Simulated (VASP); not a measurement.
# F (C2/m) in VASP: a series of runs

F is run at these levels: PBEsol; tasks: single point.

Everything below comes from runs of VASP 6.6.1. Logs are shortened: lines on timing, memory, paths and dates and some standing lists are left out, and cuts for length are marked.

## Step 1: The cell of the first run

Symmetry: C2/m, No. 12, monoclinic system. Conventional cell: a = 5.978 Å, b = 3.426 Å, c = 7.216 Å, α = 90.00°, β = 112.50°, γ = 90.00°. F (site symmetry m) has 1 F at 1.57 Å within 2.1 Å. Within 1.8 Å of F (site symmetry m) lie 1 F at 1.35 Å.

## Step 2: Single point, PBEsol

Contents of INCAR:

```
PREC = Accurate ; ENCUT = 520
EDIFF = 1E-7 ; ISMEAR = 0
SIGMA = 0.05 ; LREAL = F
LASPH = T ; NELM = 60
ALGO = Normal ; ISIF = 2
LWAVE = F ; LCHARG = T
GGA = PS ; LELF = T
LVHAR = T ; NBANDS = 22
```

Contents of KPOINTS:

```
regular mesh
0
Gamma
  4 4 2
```

Contents of POSCAR:

```
F
1.0
    2.9801222909     -1.7127784174     -0.2298527401
    2.9801222909      1.7127784174     -0.2298527401
   -2.2408243099      0.0000000000      6.8592084052
F
4
Direct
    0.0848459664      0.0848459664      0.1139841296
    0.9151540336      0.9151540336      0.8860158704
    0.5015719855      0.5015719855      0.5937195244
    0.4984280145      0.4984280145      0.4062804756
```

Potentials or basis: VASP PAW PBE potentials, release 64 (F).

The run is started by

```console
$ cat potpaw_PBE.64/F/POTCAR > POTCAR
$ mpirun -np 1 vasp_std > vasp.out
```

OUTCAR:

```text
PREC = Accurate
   ENCUT = 520
   EDIFF = 1E-7
   ISMEAR = 0
   LREAL = F
   LASPH = T
   NELM = 60
   ISIF = 2
   GGA = PS

 ion  position               nearest neighbor table
   1  0.085  0.085  0.114-   2 1.57
   2  0.915  0.915  0.886-   1 1.57
   3  0.502  0.502  0.594-   4 1.35
   4  0.498  0.498  0.406-   3 1.35

  LATTYP: Found a base centered monoclinic cell.
 ALAT       =     5.9779465206
 B/A-ratio  =     0.5730323654
 C/A-ratio  =     1.2070962569
 COS(beta)  =    -0.3827161857

  Lattice vectors:

 A1 = (   2.9801222909,  -1.7127784174,  -0.2298527401)
 A2 = (   2.9801222909,   1.7127784174,  -0.2298527401)
 A3 = (  -2.2408243099,   0.0000000000,   6.8592084052)

Analysis of symmetry for initial positions (statically):
=====================================================================
 Subroutine PRICEL returns:
 Original cell was already a primitive cell.

 Routine SETGRP: Setting up the symmetry group for a
 base centered monoclinic supercell.

 Subroutine GETGRP returns: Found  4 space group operations
 (whereof  4 operations were pure point group operations)
 out of a pool of  4 trial point group operations.

The static configuration has the point symmetry C_2h.

Analysis of symmetry for dynamics (positions and initial velocities):
=====================================================================
 Subroutine PRICEL returns:
 Original cell was already a primitive cell.

 Routine SETGRP: Setting up the symmetry group for a
 base centered monoclinic supercell.

 Subroutine GETGRP returns: Found  4 space group operations
 (whereof  4 operations were pure point group operations)
 out of a pool of  4 trial point group operations.

The dynamic configuration has the point symmetry C_2h.

 Subroutine INISYM returns: Found  4 space group operations
 (whereof  4 operations are pure point group operations),
 and found     1 'primitive' translations

----------------------------------------------------------------------------------------

                                     Primitive cell

  volume of cell :      68.2584

  direct lattice vectors                    reciprocal lattice vectors
     2.980122291 -1.712778417 -0.229852740     0.172115141 -0.291923342  0.056228032
     2.980122291  1.712778417 -0.229852740     0.172115141  0.291923342  0.056228032
    -2.240824310  0.000000000  6.859208405     0.011535190  0.000000000  0.149557831

  length of vectors
     3.444934115  3.444934115  7.215956869     0.343517759  0.343517759  0.150002019

  position of ions in fractional coordinates (direct lattice)
     0.084845966  0.084845966  0.113984130
     0.915154034  0.915154034  0.886015870
     0.501571985  0.501571985  0.593719524
     0.498428014  0.498428014  0.406280476

  ion indices of the primitive-cell ions
   primitive index   ion index
                 1           1
                 2           2
                 3           3
                 4           4

----------------------------------------------------------------------------------------

 KPOINTS: regular mesh

Automatic generation of k-mesh.
 Grid dimensions read from file:
 generate k-points for:    4    4    2

 Generating k-lattice:

  Cartesian coordinates                     Fractional coordinates (reciprocal lattice)
     0.043028785 -0.072980836  0.014057008     0.250000000 -0.000000000  0.000000000
     0.043028785  0.072980836  0.014057008    -0.000000000  0.250000000  0.000000000
     0.005767595  0.000000000  0.074778916    -0.000000000 -0.000000000  0.500000000

  Length of vectors
     0.085879440  0.085879440  0.075001009

  Shift w.r.t. Gamma in fractional coordinates (k-lattice)
     0.000000000  0.000000000  0.000000000

 Subroutine IBZKPT returns following result:
 ===========================================

 Found     14 irreducible k-points:

 Following reciprocal coordinates:
            Coordinates               Weight
  0.000000  0.000000  0.000000      1.000000
  0.250000 -0.000000  0.000000      4.000000
  0.500000 -0.000000  0.000000      2.000000
  0.250000  0.250000  0.000000      2.000000
  0.500000  0.250000  0.000000      4.000000
 -0.250000  0.250000  0.000000      2.000000
  0.500000  0.500000  0.000000      1.000000
  0.000000  0.000000  0.500000      1.000000
  0.250000  0.000000  0.500000      4.000000
  0.500000  0.000000  0.500000      2.000000
  0.250000  0.250000  0.500000      2.000000
  0.500000  0.250000  0.500000      4.000000
 -0.250000  0.250000  0.500000      2.000000
  0.500000  0.500000  0.500000      1.000000
   k-points           NKPTS =     14   k-points in BZ     NKDIM =     14   number of bands    NBANDS=     22
   number of dos      NEDOS =    301   number of ions     NIONS =      4
   total plane-waves  NPLWV =  42336
   dimension x,y,z NGX =    28 NGY =   28 NGZ =   54
   dimension x,y,z NGXF=    56 NGYF=   56 NGZF=  108
   ions per type =               4
   NGX,Y,Z   is equivalent  to a cutoff of  13.51, 13.51, 12.44 a.u.
   NGXF,Y,Z  is equivalent  to a cutoff of  27.02, 27.02, 24.88 a.u.
 SYSTEM =  unknown system
   PREC   = accura    normal or accurate (medium, high low for compatibility)
   ISTART =      0    job   : 0-new  1-cont  2-samecut
   ICHARG =      2    charge: 1-file 2-atom 10-const
   ISPIN  =      1    spin polarized calculation?
   LNONCOLLINEAR =      F non collinear calculations
   LSORBIT =      F    spin-orbit coupling
   LASPH  =      T    aspherical Exc in radial PAW
   ENCUT  =  520.0 eV  38.22 Ry    6.18 a.u.   6.41  6.41 13.42*2*pi/ulx,y,z
   NELM   =     60;   NELMIN=  2; NELMDL= -5     # of ELM steps
   EDIFF  = 0.1E-06   stopping-criterion for ELM
   LREAL  =      F    real-space projection
   EDIFFG = 0.1E-05   stopping-criterion for IOM
   NSW    =      0    number of steps for IOM
   IBRION =     -1    ionic relax: 0-MD 1-quasi-New 2-CG
   NFREE  =      0    steps in history (QN), initial steepest desc. (CG)
   ISIF   =      2    stress and relaxation
   ISYM   =      2    0-nonsym 1-usesym 2-fastsym
   POTIM  = 0.5000    time-step for ionic-motion
   TEBEG  =    0.0;   TEEND  =   0.0 temperature during run
   PSTRESS=    0.0 pullay stress
   NELECT =      28.0000    total number of electrons
   NUPDOWN=      -1.0000    fix difference up-down
   EMIN   =  10.00;   EMAX   =-10.00  energy-range for DOS
   EFERMI =   0.00;   METHOD = LEGACY
   ISMEAR =     0;   SIGMA  =   0.05  broadening in eV -4-tet -1-fermi 0-gaus
   EFERMI_NEDOS =   21; number of points for ismear=-14 and -15
   IALGO  =     38    algorithm
   IMIX   =      4    mixing-type and parameters
     AMIX     =   0.40;   BMIX     =  1.00
     AMIX_MAG =   1.60;   BMIX_MAG =  1.00
  volume/ion in A,a.u.               =      17.06       115.16
  Fermi-wavevector in a.u.,A,eV,Ry     =   1.216397  2.298658 20.131487  1.479623
  Thomas-Fermi vector in A             =   2.351753
   LORBIT       =      0    0 simple, 1 ext, 2 COOP (PROOUT), +10 PAW based schemes
   GGA     = PS    functional components
   LHFCALC =     F    Hartree Fock is set to
   AEXX    =    0.0000 exact exchange contribution
   IVDW    =     0    specifies the selected vdW correction
   LEPSILON=     F    determine dielectric tensor
   LRPA    =     F    only Hartree local field effects (RPA)
 non-spin polarized calculation
 Gauss-broadening in eV      SIGMA  =   0.05
  energy-cutoff  :      520.00
  volume of cell :       68.26
 maximum number of plane-waves:      1851
 NGX is ok and might be reduce to    28
   NGX = 13   NGY = 13   NGZ = 27

 number of electron      27.9999985 magnetization

 Free energy of the ion-electron system (eV)
  ---------------------------------------------------
  ext. energy  EPLUGINS =         0.00000000
  ---------------------------------------------------
  free energy    TOTEN  =        -7.40891532 eV

  energy without entropy =       -7.40891532  energy(sigma->0) =       -7.40891532

 E-fermi :  -5.1243     XC(G=0):  -7.3271

 val. band max:       -5.4367993276   @ k =   0.5000   0.5000   0.0000
 cond. band min:      -3.8915766018   @ k =   0.0000   0.0000   0.0000
 fundamental gap:      1.5452227259
 Fermi energy:        -5.1242925408

 k-point     1 :       0.0000    0.0000    0.0000
  band No.  band energies     occupation
      1     -31.6625      2.00000
      2     -28.2802      2.00000
      3     -24.3835      2.00000
      4     -23.6601      2.00000
      5     -12.4317      2.00000
      6     -10.6447      2.00000
[... 14 lines left out ...]
     21      15.2369      0.00000
     22      15.4623      0.00000

 k-point     2 :       0.2500   -0.0000    0.0000
  band No.  band energies     occupation
      1     -31.6399      2.00000
      2     -28.2534      2.00000
      3     -24.3346      2.00000
      4     -23.6777      2.00000
      5     -12.3784      2.00000
      6     -10.7502      2.00000
[... 14 lines left out ...]
     21      12.5397      0.00000
     22      14.1763      0.00000

 k-point     3 :       0.5000   -0.0000    0.0000
  band No.  band energies     occupation
      1     -31.6169      2.00000
      2     -28.2262      2.00000
      3     -24.2824      2.00000
      4     -23.6982      2.00000
      5     -12.3159      2.00000
      6     -10.8809      2.00000
[... 14 lines left out ...]
     21      11.0710      0.00000
     22      11.7099      0.00000
[... 226 lines left out ...]
 k-point    13 :      -0.2500    0.2500    0.5000
  band No.  band energies     occupation
      1     -31.6169      2.00000
      2     -28.2262      2.00000
      3     -24.2824      2.00000
      4     -23.6981      2.00000
      5     -12.3113      2.00000
      6     -10.8392      2.00000
[... 14 lines left out ...]
     21      11.6146      0.00000
     22      11.7216      0.00000

 k-point    14 :       0.5000    0.5000    0.5000
  band No.  band energies     occupation
      1     -31.6124      2.00000
      2     -28.2231      2.00000
      3     -24.2897      2.00000
      4     -23.7175      2.00000
      5     -12.3406      2.00000
      6     -10.9651      2.00000
[... 14 lines left out ...]
     21      10.3714      0.00000
     22      10.5324      0.00000

------------------------ aborting loop because EDIFF is reached ----------------------------------------

  FORCE on cell =-STRESS in cart. coord.  units (eV):
  Direction    XX          YY          ZZ          XY          YZ          ZX
  --------------------------------------------------------------------------------------
  -------------------------------------------------------------------------------------
  Total       -0.4551981     -0.1741704     -1.0783219      0.0000000      0.0000000     -2.6598735
  in kB      -10.6845182     -4.0881696    -25.3106266      0.0000000      0.0000000    -62.4331796
  external PRESSURE =     -13.3611048 kB  Pullay stress =       0.0000000 kB

 VOLUME and BASIS-vectors are now :
 -----------------------------------------------------------------------------
  energy-cutoff  :      520.00
  volume of cell :       68.26
      direct lattice vectors                 reciprocal lattice vectors
     2.980122291 -1.712778417 -0.229852740     0.172115141 -0.291923342  0.056228032
     2.980122291  1.712778417 -0.229852740     0.172115141  0.291923342  0.056228032
    -2.240824310  0.000000000  6.859208405     0.011535190  0.000000000  0.149557831

 POSITION                                       TOTAL-FORCE (eV/Angst)
 -----------------------------------------------------------------------------------
      0.25028      0.00000      0.74284        -0.918941      0.000000     -3.044183
      3.46914      0.00000      5.65667         0.918941      0.000000      3.044183
      1.65907      0.00000      3.84187        -0.798371      0.000000      2.803838
      2.06035      0.00000      2.55763         0.798371      0.000000     -2.803838
 -----------------------------------------------------------------------------------
    total drift:                                0.000000     -0.000000     -0.000000

  FREE ENERGIE OF THE ION-ELECTRON SYSTEM (eV)
  ---------------------------------------------------
  free  energy   TOTEN  =        -7.4089153154 eV

  energy  without entropy=       -7.4089153154  energy(sigma->0) =       -7.40891532
```

Wall time 34 s (1 thread of Intel Xeon 6975P-C, shared host); peak memory 0.18 GiB.

Results:

| Item | Value |
| --- | --- |
| Free energy | -7.4089 eV |
| Pressure | -1.3 GPa |
| Largest force | 3.180 eV/Å |
| Band gap on the k mesh | 1.55 eV, indirect (least direct gap 1.63 eV) |

Forces in eV/Å, atoms in the order of the input:
```
F   -0.919  0.000 -3.044
F    0.919  0.000  3.044
F   -0.798  0.000  2.804
F    0.798  0.000 -2.804
```

Caveat: the k points lie up to 0.54 Å⁻¹ apart; the PAW data sets were made with another functional, which shifts forces and pressure a little.

## Step 3: Single point, PBEsol

This run uses another cell than the first one, of 18.14 Å³/atom, 1.063 times its volume.

Contents of INCAR:

```
SYSTEM = F
ALGO = Normal
EDIFF = 1E-6
ENCUT = 520
GGA = PS
ISIF = 2
ISMEAR = 0
LASPH = .True.
LCHARG = .True.
LELF = .True.
LREAL = .False.
LVHAR = .True.
LWAVE = .False.
NBANDS = 22
NELM = 60
PREC = Accurate
SIGMA = 0.05
```

Contents of KPOINTS:

```
k-points
0
Gamma
  4 4 2
  0 0 0
```

Contents of POSCAR:

```
F
1.0
    3.0414923524     -1.7480498951     -0.2345861287
    3.0414923524      1.7480498951     -0.2345861287
   -2.2869699080      0.0000000000      7.0004610119
F
4
Direct
    0.0848459664      0.0848459664      0.0740235354
    0.9151540336      0.9151540336      0.9259764646
    0.5015719855      0.5015719855      0.5937195244
    0.4984280145      0.4984280145      0.4062804756
```

Potentials or basis: VASP PAW PBE potentials, release 64 (F).

The run is started by

```console
$ cat potpaw_PBE.64/F/POTCAR > POTCAR
$ mpirun -np 1 vasp_std > vasp.out
```

It took 16 s on 1 thread of Intel Xeon Platinum 8488C (Sapphire Rapids), shared host; peak memory 0.19 GiB.

It converged, with:

```
Free energy            : -6.1172 eV
Pressure               : 17.2 GPa
Largest force          : 18.461 eV/Å
Band gap on the k mesh : 2.80 eV, indirect (least direct gap 2.87 eV)
```

Forces in eV/Å, atoms in the order of the input:
```
F    10.788   0.000  14.981
F   -10.788   0.000 -14.981
F    -0.502   0.000   1.472
F     0.502   0.000  -1.472
```

Stress tensor (GPa, compression positive):
```
16.60  0.00 21.66
 0.00 -0.53  0.00
21.66  0.00 35.67
```

Levels at points of the mesh, in eV from the valence-band top:
```
           k point  band 10  band 11  band 12  band 13  band 14  band 15  band 16  band 17  band 18  band 19
(0.00, 0.00, 0.00)    -4.69    -1.10    -1.00    -0.25    -0.07     2.80     7.43     7.64    10.22    11.46
(0.50, 0.00, 0.00)    -4.78    -1.22    -1.11    -0.29    -0.11     2.93     7.62    11.54    11.59    13.30
(0.50, 0.50, 0.00)    -4.81    -1.15    -1.03    -0.08     0.00     2.89     7.52    11.83    11.94    12.28
(0.00, 0.00, 0.50)    -4.69    -1.11    -1.00    -0.25    -0.07     2.82     6.98     8.54     9.16    13.91
(0.50, 0.00, 0.50)    -4.79    -1.25    -1.10    -0.28    -0.08     2.90     7.66    11.31    12.34    12.57
(0.50, 0.50, 0.50)    -4.81    -1.18    -1.01    -0.11    -0.01     2.92     7.54    11.57    11.62    13.31
```

Caveat: the k points lie up to 0.53 Å⁻¹ apart; the standard files for N, O and F lose accuracy on very short bonds; the PAW data sets were made with another functional, which shifts forces and pressure a little. A k mesh can miss the band edges.

[end of part 1 of 2]
